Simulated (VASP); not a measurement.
Crystal: SrO.

```
Sr O
1.0
     0.00000    2.56630    2.56630
     2.56630    0.00000    2.56630
     2.56630    2.56630    0.00000
Sr O
1 1
Direct
  0.50000 0.50000 0.50000
  0.00000 0.00000 0.00000
```

| Property | Result |
| --- | --- |
| Program | VASP 6.6.1 |
| Task | relaxation of cell and atoms |
| Functional | BLYP |
| Potentials or basis | VASP PAW PBE potentials, release 64 (Sr_sv, O) |
| Cutoff | 600 eV |
| k mesh | 9 × 9 × 9 |
| Occupations | fermi-dirac, width 0.05 eV |
| Spin | no spin polarisation |

At the start: pressure 6.8 GPa; volume 16.90 Å³/atom.

Question: How do energy, volume and symmetry change on relaxing?

Answer: Over 3 steps the energy falls by 25.2 meV/atom and the volume is 18.16 Å³/atom (+7.5 %); space group Fm-3m (No. 225, to 0.1 Å) before and after.

Step by step:
```tsv
step	energy change (eV)	largest force (eV/Å)	pressure (GPa)	volume (Å³)
1	0.0000	0.0000	6.85	33.80
2	-0.0421	0.0000	-2.29	37.46
3	-0.0503	0.0000	0.02	36.32
```

Final structure:
```
Sr O
1.0
     0.00000    2.62855    2.62855
     2.62855    0.00000    2.62855
     2.62855    2.62855    0.00000
Sr O
1 1
Cartesian
  2.6285 2.6285 2.6285
  0.0000 0.0000 0.0000
```

Caveat: the PAW data sets were made with another functional, which shifts forces and pressure a little.
